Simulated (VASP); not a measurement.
HgH3: single point with PBE

HgH3:

```
Hg H
1.0
     6.86788    0.00000    0.00000
     0.00000    6.86788    0.00000
     0.00000    0.00000    6.86788
Hg H
2 6
Direct
  0.50000 0.50000 0.50000
  0.00000 0.00000 0.00000
  0.05481 0.50000 0.50000
  0.94519 0.50000 0.50000
  0.50000 0.05481 0.50000
  0.50000 0.94519 0.50000
  0.50000 0.50000 0.05481
  0.50000 0.50000 0.94519
```

This cell differs from its parent crystal: volume scaled by 0.88, then relaxed in part.

```yaml
Program: VASP 6.6.1
Task: single point
Functional: PBE
Potentials_or_basis: VASP PAW PBE potentials, release 64 (Hg, H)
Cutoff: 520 eV
k_mesh: 4 × 4 × 4
Occupations: gaussian, width 0.02 eV
Spin: no spin polarisation
```

```json
{"Pressure": "0.0 GPa", "Largest force": "0.011 eV/Å", "Band gap on the k mesh": "4.67 eV, direct"}
```

Forces on the atoms (eV/Å):
```
Hg   0.000  0.000  0.000
Hg   0.000  0.000  0.000
H   -0.011  0.000  0.000
H    0.011  0.000  0.000
H    0.000 -0.011  0.000
H    0.000  0.011  0.000
H    0.000  0.000 -0.011
H    0.000  0.000  0.011
```

Levels at points of the mesh, in eV from the valence-band top:
```tsv
k point	band 12	band 13	band 14	band 15	band 16	band 17	band 18	band 19
(0.00, 0.00, 0.00)	-3.23	-3.23	-0.23	0.00	4.67	4.67	4.67	6.24
(0.50, 0.00, 0.00)	-3.24	-3.24	-0.21	-0.21	4.91	4.91	5.40	5.76
(0.50, 0.50, 0.00)	-3.24	-3.24	-0.41	-0.19	4.99	4.99	5.01	6.09
(0.50, 0.50, 0.50)	-3.24	-3.24	-0.61	-0.16	5.13	5.13	5.13	6.14
```

It used 110 s of CPU time on 1 thread of Intel Xeon 6975P-C (shared host).

Caveat: spin-orbit coupling is left out, which moves the levels of the heavy elements. A k mesh can miss the band edges.
